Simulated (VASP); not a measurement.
Set up this calculation in VASP 6.6.1, as the native input.

| Item | Value |
| --- | --- |
| Task | single point |
| Functional | PBE |
| Potentials or basis | VASP PAW PBE potentials, release 64 (Al, Pt, C) |
| Cutoff | 520 eV |
| k mesh | 6 × 6 × 6 |
| Occupations | methfessel-paxton, width 0.1 eV |
| Spin | no spin polarisation |
| Dipole correction | no |
| Further INCAR settings | ALGO = Normal; EDIFF = 1e-06; NBANDS = 26 |

The structure of AlPt3C lies in POSCAR:

```
AlPt3C
1.0
    4.1851500000      0.0000000000      0.0000000000
    0.0000000000      4.1851500000      0.0000000000
    0.0000000000      0.0000000000      4.1851500000
Al Pt C
1 3 1
Direct
    0.0000000000      0.0000000000      0.0000000000
    0.0000000000      0.5000000000      0.5000000000
    0.5000000000      0.0000000000      0.5000000000
    0.5000000000      0.5000000000      0.0000000000
    0.5000000000      0.5000000000      0.5000000000
```

These files were run (other wordings do the same):

INCAR

```
SYSTEM = AlPt3C
PREC = Accurate ; ENCUT = 520
EDIFF = 1E-6 ; ISMEAR = 1
SIGMA = 0.1 ; LREAL = .FALSE.
LASPH = .TRUE. ; NELM = 100
ALGO = Normal ; ISIF = 2
LWAVE = .FALSE. ; LCHARG = .FALSE.
GGA = PE ; NBANDS = 26
```

KPOINTS

```
Automatic mesh
0
G
  6 6 6
  0 0 0
```

Potentials or basis: VASP PAW PBE potentials, release 64 (Al, Pt, C).

The run is started by

```bash
$ cat potpaw_PBE.64/Al/POTCAR potpaw_PBE.64/Pt/POTCAR potpaw_PBE.64/C/POTCAR > POTCAR
$ mpirun -np 1 vasp_std > vasp.out
```

It gave:

The pressure is -1.2 GPa.

It took 18 s on 1 thread of AMD EPYC 9R45 96-Core Processor (Zen 5), on a shared host, peak memory 0.16 GiB.
